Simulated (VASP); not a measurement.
# SiC (Pmma) in VASP: single point with PBE-based screened hybrid with 40 % exact exchange

Aim: the single point of SiC with PBE-based screened hybrid with 40 % exact exchange.

All numbers are computed with VASP 6.6.1; they aren't measurements. Logs are shortened: lines on timing, memory, paths and dates and some standing lists are left out, and cuts for length are marked.

### 1 The cell of the first run

The structure is orthorhombic, space group Pmma (No. 51). The conventional cell has a = 2.577 Å, b = 3.357 Å, c = 4.941 Å, α = 90.00°, β = 90.00°, γ = 90.00°. C (site symmetry mm2) has 2 C at 1.55 Å and 2 Si at 1.96 Å within 2.1 Å. Si (site symmetry mm2) has 2 C at 1.96 Å and 4 Si at 2.42 to 2.58 Å within 2.6 Å.

### 2 Single point, PBE-based screened hybrid with 40 % exact exchange

File POSCAR:

```
SiC
1.0
    2.5765145466      0.0000000000      0.0000000000
    0.0000000000      3.3574656253      0.0000000000
    0.0000000000      0.0000000000      4.9411647832
C Si
2 2
Direct
    0.7500000000      0.0000000000      0.9125510269
    0.2500000000      0.0000000000      0.0874489731
    0.2500000000      0.5000000000      0.2924326166
    0.7500000000      0.5000000000      0.7075673834
```

File INCAR.step1:

```
ALGO = Normal ; EDIFF = 1E-5
ENCUT = 520 ; GGA = PE
ISIF = 2 ; ISMEAR = -1
LASPH = T ; LCHARG = F
LREAL = F ; LWAVE = T
NBANDS = 16 ; NELM = 80
PREC = Accurate ; SIGMA = 0.02
```

File INCAR.step2:

```
AEXX = 0.4 ; ALGO = Normal
EDIFF = 1E-7 ; ENCUT = 520
GGA = PE ; HFSCREEN = 0.1
ISIF = 2 ; ISMEAR = -1
ISTART = 1 ; LASPH = T
LCHARG = F ; LHFCALC = T
LREAL = F ; LWAVE = F
NBANDS = 16 ; NELM = 80
PREC = Accurate ; PRECFOCK = Normal
SIGMA = 0.02
```

File KPOINTS:

```
k-points
0
Gamma
  4 4 2
```

Potentials or basis: VASP PAW PBE potentials, release 64 (C, Si).

Command:

```
cat potpaw_PBE.64/C/POTCAR potpaw_PBE.64/Si/POTCAR > POTCAR
cp INCAR.step1 INCAR
mpirun -np 1 vasp_std > vasp.out
cp INCAR.step2 INCAR
mpirun -np 1 vasp_std > vasp.out
```

OUTCAR:

```text
AEXX = 0.4
   EDIFF = 1E-7
   ENCUT = 520
   GGA = PE
   HFSCREEN = 0.1
   ISIF = 2
   ISMEAR = -1
   ISTART = 1
   LASPH = T
   LHFCALC = T
   LREAL = F
   NELM = 80
   PREC = Accurate
   PRECFOCK = Normal

 ion  position               nearest neighbor table
   1  0.750  0.000  0.913-   2 1.55   2 1.55   4 1.96   4 1.96
   2  0.250  0.000  0.087-   1 1.55   1 1.55   3 1.96   3 1.96
   3  0.250  0.500  0.292-   2 1.96   2 1.96   4 2.42   4 2.42
   4  0.750  0.500  0.708-   1 1.96   1 1.96   3 2.42   3 2.42

  LATTYP: Found a simple orthorhombic cell.
 ALAT       =     2.5765145466
 B/A-ratio  =     1.3031036948
 C/A-ratio  =     1.9177709630

  Lattice vectors:

 A1 = (   2.5765145466,   0.0000000000,   0.0000000000)
 A2 = (   0.0000000000,   3.3574656253,   0.0000000000)
 A3 = (   0.0000000000,   0.0000000000,   4.9411647832)

Analysis of symmetry for initial positions (statically):
=====================================================================
 Subroutine PRICEL returns:
 Original cell was already a primitive cell.

 Routine SETGRP: Setting up the symmetry group for a
 simple orthorhombic supercell.

 Subroutine GETGRP returns: Found  8 space group operations
 (whereof  4 operations were pure point group operations)
 out of a pool of  8 trial point group operations.

The static configuration has the point symmetry C_2h.
 The point group associated with its full space group is D_2h.

Analysis of symmetry for dynamics (positions and initial velocities):
=====================================================================
 Subroutine PRICEL returns:
 Original cell was already a primitive cell.

 Routine SETGRP: Setting up the symmetry group for a
 simple orthorhombic supercell.

 Subroutine GETGRP returns: Found  8 space group operations
 (whereof  4 operations were pure point group operations)
 out of a pool of  8 trial point group operations.

The dynamic configuration has the point symmetry C_2h.
 The point group associated with its full space group is D_2h.

 Subroutine INISYM returns: Found  8 space group operations
 (whereof  4 operations are pure point group operations),
 and found     1 'primitive' translations

----------------------------------------------------------------------------------------

                                     Primitive cell

  volume of cell :      42.7438

  direct lattice vectors                    reciprocal lattice vectors
     2.576514547  0.000000000  0.000000000     0.388121232  0.000000000  0.000000000
     0.000000000  3.357465625  0.000000000     0.000000000  0.297843705  0.000000000
     0.000000000  0.000000000  4.941164783     0.000000000  0.000000000  0.202381431

  length of vectors
     2.576514547  3.357465625  4.941164783     0.388121232  0.297843705  0.202381431

  position of ions in fractional coordinates (direct lattice)
     0.750000000  0.000000000  0.912551027
     0.250000000  0.000000000  0.087448973
     0.250000000  0.500000000  0.292432617
     0.750000000  0.500000000  0.707567383

  ion indices of the primitive-cell ions
   primitive index   ion index
                 1           1
                 2           2
                 3           3
                 4           4

----------------------------------------------------------------------------------------

 KPOINTS: k-points

Automatic generation of k-mesh.
 Grid dimensions read from file:
 generate k-points for:    4    4    2

 Generating k-lattice:

  Cartesian coordinates                     Fractional coordinates (reciprocal lattice)
     0.097030308  0.000000000  0.000000000     0.250000000  0.000000000  0.000000000
     0.000000000  0.074460926  0.000000000     0.000000000  0.250000000  0.000000000
     0.000000000  0.000000000  0.101190716     0.000000000  0.000000000  0.500000000

  Length of vectors
     0.097030308  0.074460926  0.101190716

  Shift w.r.t. Gamma in fractional coordinates (k-lattice)
     0.000000000  0.000000000  0.000000000

 Subroutine IBZKPT returns following result:
 ===========================================

 Found     18 irreducible k-points:

 Following reciprocal coordinates:
            Coordinates               Weight
  0.000000  0.000000  0.000000      1.000000
  0.250000  0.000000  0.000000      2.000000
  0.500000  0.000000  0.000000      1.000000
  0.000000  0.250000  0.000000      2.000000
  0.250000  0.250000  0.000000      4.000000
  0.500000  0.250000  0.000000      2.000000
[... 10 lines left out ...]
  0.250000  0.500000  0.500000      2.000000
  0.500000  0.500000  0.500000      1.000000
   k-points           NKPTS =     18   k-points in BZ     NKDIM =     32   number of bands    NBANDS=     16
   number of dos      NEDOS =    301   number of ions     NIONS =      4
   total plane-waves  NPLWV =  22400
   dimension x,y,z NGX =    20 NGY =   28 NGZ =   40
   dimension x,y,z NGXF=    40 NGYF=   56 NGZF=   80
   ions per type =               2   2
   NGX,Y,Z   is equivalent  to a cutoff of  12.90, 13.86, 13.46 a.u.
   NGXF,Y,Z  is equivalent  to a cutoff of  25.81, 27.73, 26.92 a.u.
 SYSTEM =  unknown system
   PREC   = accura    normal or accurate (medium, high low for compatibility)
   ISTART =      1    job   : 0-new  1-cont  2-samecut
   ICHARG =      0    charge: 1-file 2-atom 10-const
   ISPIN  =      1    spin polarized calculation?
   LNONCOLLINEAR =      F non collinear calculations
   LSORBIT =      F    spin-orbit coupling
   LASPH  =      T    aspherical Exc in radial PAW
   ENCUT  =  520.0 eV  38.22 Ry    6.18 a.u.   4.79  6.24  9.19*2*pi/ulx,y,z
   NELM   =     80;   NELMIN=  2; NELMDL=  0     # of ELM steps
   EDIFF  = 0.1E-06   stopping-criterion for ELM
   LREAL  =      F    real-space projection
   EDIFFG = 0.1E-05   stopping-criterion for IOM
   NSW    =      0    number of steps for IOM
   IBRION =     -1    ionic relax: 0-MD 1-quasi-New 2-CG
   NFREE  =      0    steps in history (QN), initial steepest desc. (CG)
   ISIF   =      2    stress and relaxation
   ISYM   =      3    0-nonsym 1-usesym 2-fastsym
   POTIM  = 0.5000    time-step for ionic-motion
   TEBEG  =    0.0;   TEEND  =   0.0 temperature during run
   PSTRESS=    0.0 pullay stress
   NELECT =      16.0000    total number of electrons
   NUPDOWN=      -1.0000    fix difference up-down
   EMIN   =  10.00;   EMAX   =-10.00  energy-range for DOS
   EFERMI =   0.00;   METHOD = LEGACY
   ISMEAR =    -1;   SIGMA  =   0.02  broadening in eV -4-tet -1-fermi 0-gaus
   EFERMI_NEDOS =   21; number of points for ismear=-14 and -15
   IALGO  =     38    algorithm
   IMIX   =      1    mixing-type and parameters
     AMIX     =   0.40;   BMIX     =  1.00
     AMIX_MAG =   1.60;   BMIX_MAG =  1.00
  volume/ion in A,a.u.               =      10.69        72.11
  Fermi-wavevector in a.u.,A,eV,Ry     =   1.179841  2.229577 18.939662  1.392026
  Thomas-Fermi vector in A             =   2.316145
   LORBIT       =      0    0 simple, 1 ext, 2 COOP (PROOUT), +10 PAW based schemes
   GGA     = PE    functional components
   LHFCALC =     T    Hartree Fock is set to
   PRECFOCK=normal    Normal, Fast or Accurate (Low or Medium for compatibility)
   ENCUT4O =  -1.0   cutoff for four orbital integrals eV
   NKREDX  =     1    reduce k-point grid by
   NKREDY  =     1    reduce k-point grid by
   NKREDZ  =     1    reduce k-point grid by
   AEXX    =    0.4000 exact exchange contribution
   HFSCREEN=    0.1000 screening length (either q_TF or 0.3 A-1)
   HFSCREENC=   0.1000 screening length for correlation (either q_TF or 0.3 A-1)
   ENCUTFOCK=  -1.0 apply spherical cutoff to Coloumb kernel
   IVDW    =     0    specifies the selected vdW correction
   LEPSILON=     F    determine dielectric tensor
   LRPA    =     F    only Hartree local field effects (RPA)
 non-spin polarized calculation
  energy-cutoff  :      520.00
  volume of cell :       42.74
 maximum number of plane-waves:      1166
 NGX is ok and might be reduce to    20
  NGX = 16; NGY = 20; NGZ = 28

 number of electron      15.9999999 magnetization

 Free energy of the ion-electron system (eV)
  ---------------------------------------------------
  ext. energy  EPLUGINS =         0.00000000
  ---------------------------------------------------
  free energy    TOTEN  =       -35.90655583 eV

  energy without entropy =      -35.90655583  energy(sigma->0) =      -35.90655583

 E-fermi :   9.8209     XC(G=0):  -7.8179

 val. band max:        9.3619676606   @ k =   0.0000   0.5000   0.5000
 cond. band min:      10.2789705120   @ k =   0.0000   0.5000   0.5000
 fundamental gap:      0.9170028514
 Fermi energy:         9.8209245775

 k-point     1 :       0.0000    0.0000    0.0000
  band No.  band energies     occupation
      1     -12.7777      2.00000
      2      -4.7276      2.00000
      3      -4.5594      2.00000
      4       0.2928      2.00000
      5       3.3646      2.00000
      6       6.0869      2.00000
[... 8 lines left out ...]
     15      19.8739      0.00000
     16      22.1317      0.00000

 k-point     2 :       0.2500    0.0000    0.0000
  band No.  band energies     occupation
      1     -11.4796      2.00000
      2      -3.7617      2.00000
      3      -3.1054      2.00000
      4      -0.9504      2.00000
      5       1.5339      2.00000
      6       5.6309      2.00000
[... 8 lines left out ...]
     15      20.3900      0.00000
     16      21.9574      0.00000

 k-point     3 :       0.5000    0.0000    0.0000
  band No.  band energies     occupation
      1      -7.6998      2.00000
      2      -7.6998      2.00000
      3       0.3030      2.00000
      4       0.3030      2.00000
      5       1.9994      2.00000
      6       1.9994      2.00000
[... 8 lines left out ...]
     15      19.3210      0.00000
     16      19.3210      0.00000
[... 248 lines left out ...]
 k-point    17 :       0.2500    0.5000    0.5000
  band No.  band energies     occupation
      1     -10.1351      2.00000
      2      -3.8982      2.00000
      3      -3.2325      2.00000
      4      -2.6012      2.00000
      5      -0.2573      2.00000
      6       4.4734      2.00000
[... 8 lines left out ...]
     15      22.2586      0.00000
     16      22.8665      0.00000

 k-point    18 :       0.5000    0.5000    0.5000
  band No.  band energies     occupation
      1      -6.5753      2.00000
      2      -6.5753      2.00000
      3      -0.0006      2.00000
      4      -0.0006      2.00000
      5       1.5134      2.00000
      6       1.5134      2.00000
[... 8 lines left out ...]
     15      18.0772      0.00000
     16      18.0772      0.00000

------------------------ aborting loop because EDIFF is reached ----------------------------------------

  FORCE on cell =-STRESS in cart. coord.  units (eV):
  Direction    XX          YY          ZZ          XY          YZ          ZX
  --------------------------------------------------------------------------------------
  -------------------------------------------------------------------------------------
  Total        0.8761326     -3.7029626     -2.1229293      0.0000000      0.0000000      0.0000000
  in kB       32.8402857   -138.7990196    -79.5742579      0.0000000      0.0000000      0.0000000
  external PRESSURE =     -61.8443306 kB  Pullay stress =       0.0000000 kB

 VOLUME and BASIS-vectors are now :
 -----------------------------------------------------------------------------
  energy-cutoff  :      520.00
  volume of cell :       42.74
      direct lattice vectors                 reciprocal lattice vectors
     2.576514547  0.000000000  0.000000000     0.388121232  0.000000000  0.000000000
     0.000000000  3.357465625  0.000000000     0.000000000  0.297843705  0.000000000
     0.000000000  0.000000000  4.941164783     0.000000000  0.000000000  0.202381431

 POSITION                                       TOTAL-FORCE (eV/Angst)
 -----------------------------------------------------------------------------------
      1.93239      0.00000      4.50906        -0.000000      0.000000     -0.030522
      0.64413      0.00000      0.43210         0.000000      0.000000      0.030522
      0.64413      1.67873      1.44496         0.000000      0.000000      0.254948
      1.93239      1.67873      3.49621         0.000000     -0.000000     -0.254948
 -----------------------------------------------------------------------------------
    total drift:                               -0.000000     -0.000000     -0.000000

  FREE ENERGIE OF THE ION-ELECTRON SYSTEM (eV)
  ---------------------------------------------------
  free  energy   TOTEN  =       -35.9065558321 eV

  energy  without entropy=      -35.9065558321  energy(sigma->0) =      -35.90655583
```

It took 3.6 min on 1 thread of Intel Xeon Platinum 8488C (Sapphire Rapids), shared host; peak memory 0.25 GiB.

What came out:

| Quantity | Value |
| --- | --- |
| Free energy | -35.9066 eV |
| Pressure | -6.2 GPa |
| Largest force | 0.255 eV/Å |
| Band gap on the k mesh | zero (bands 8 and 9 overlap by 5.69 eV) |

Forces on the atoms (eV/Å):
```
C    0.000  0.000 -0.031
C    0.000  0.000  0.031
Si   0.000  0.000  0.255
Si   0.000  0.000 -0.255
```

Levels at points of the mesh, in eV from the Fermi level:
```
           k point  band 4  band 5  band 6  band 7  band 8  band 9  band 10  band 11  band 12  band 13
(0.00, 0.00, 0.00)   -9.53   -6.46   -3.73   -2.64   -2.19   -0.62     2.70     6.01     8.44     8.67
(0.50, 0.00, 0.00)   -9.52   -7.82   -7.82   -5.07   -5.07    2.50     2.50     5.23     5.23     8.10
(0.00, 0.50, 0.00)  -10.30   -9.68   -7.84   -6.20    4.02    4.26     6.26     7.68     8.20    10.13
(0.50, 0.50, 0.00)  -10.66   -7.88   -7.88   -5.69   -5.69   -0.67    -0.67     2.09     2.09    11.69
(0.00, 0.00, 0.50)   -8.71   -8.62   -6.44   -3.92   -1.59    2.61     4.76     5.89     6.50     6.79
(0.50, 0.00, 0.50)  -11.21   -5.21   -5.21   -5.00   -5.00    1.20     1.20     5.28     5.28     6.17
(0.00, 0.50, 0.50)  -13.30   -6.19   -5.02   -3.83   -0.46    0.46     7.78     7.82     8.01     8.90
(0.50, 0.50, 0.50)   -9.82   -8.31   -8.31   -7.95   -7.95    3.77     3.77     4.59     4.59     7.77
```

Caveat: the k points lie up to 0.64 Å⁻¹ apart, too coarse for converged energies and pressures of a metal; the PAW data sets were made with another functional, which shifts forces and pressure a little.
